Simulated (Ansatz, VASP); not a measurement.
## Two plane-wave programs on GaAs

```
As Ga
1.0
     4.06296    0.00000    0.00000
    -2.03148    3.51863    0.00000
     0.00000    0.00000   19.67154
As Ga
2 2
Direct
  0.00000 0.00000 0.20334
  0.33333 0.66667 0.38419
  0.33333 0.66667 0.24550
  0.66667 0.33333 0.41540
```

Alike in both runs: task single point; functional PBE; k mesh 9 × 9 × 1; occupations gaussian, width 0.05 eV; no spin polarisation.

|  | VASP | Ansatz |
| --- | --- | --- |
| version | VASP 6.6.1 | Ansatz 0.2.0 |
| potentials or method | VASP PAW PBE potentials, release 64 (As, Ga_d), cutoff 520 eV | scalar-relativistic, plane waves, PAW |
| valence electrons in the cell | 36 | 56 |

|  | VASP | Ansatz | Ansatz less VASP |
| --- | --- | --- | --- |
| gap on the k mesh at the Fermi level (eV) | none | none | - |
| rms of the force components (eV/Å) | 0.201 | 0.206 | +0.0049 |
| work function, face that differs most (eV) | 3.29 | 3.28 | -0.005 |

A gap of «none» marks a metal or a gap that the smearing closes. VASP's potentials hold 36 valence electrons a cell and Ansatz's 56, so a difference there can come from the potentials and not from the codes.
